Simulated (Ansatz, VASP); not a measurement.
**Two plane-wave programs on Ta3Ti**

```
Ti Ta
1.0
    -1.97138    1.97138    4.68033
     1.97138   -1.97138    4.68033
     1.97138    1.97138   -4.68033
Ti Ta
1 3
Direct
  0.00000 0.00000 0.00000
  0.50000 0.50000 0.00000
  0.25000 0.75000 0.50000
  0.75000 0.25000 0.50000
```

Alike in both runs: functional PBE; k mesh 6 × 6 × 6; occupations gaussian, width 0.1 eV; no spin polarisation.

Ansatz relaxed the structure, and its values are those at the end. VASP's run is a single point on that final structure, the one shown.

|  | VASP | Ansatz |
| --- | --- | --- |
| version | VASP 6.6.1 | Ansatz 0.2.0 |
| potentials or method | VASP PAW PBE potentials, release 64 (Ti_sv, Ta_pv), cutoff 520 eV | scalar-relativistic, plane waves, PAW |
| valence electrons in the cell | 45 | 51 |

```tsv
	VASP	Ansatz	Ansatz less VASP
gap on the k mesh at the Fermi level (eV)	none	none	-
pressure (GPa)	0.1	0.1	+0.01
```

A gap of «none» marks a metal or a gap that the smearing closes. The functional is the same, so the differences come from potentials, cutoffs and numerics. VASP's potentials hold 45 valence electrons a cell and Ansatz's 51, so a difference there can come from the potentials and not from the codes.

The k mesh is coarse, so the values compare programs but aren't converged. Spin-orbit coupling is off throughout.
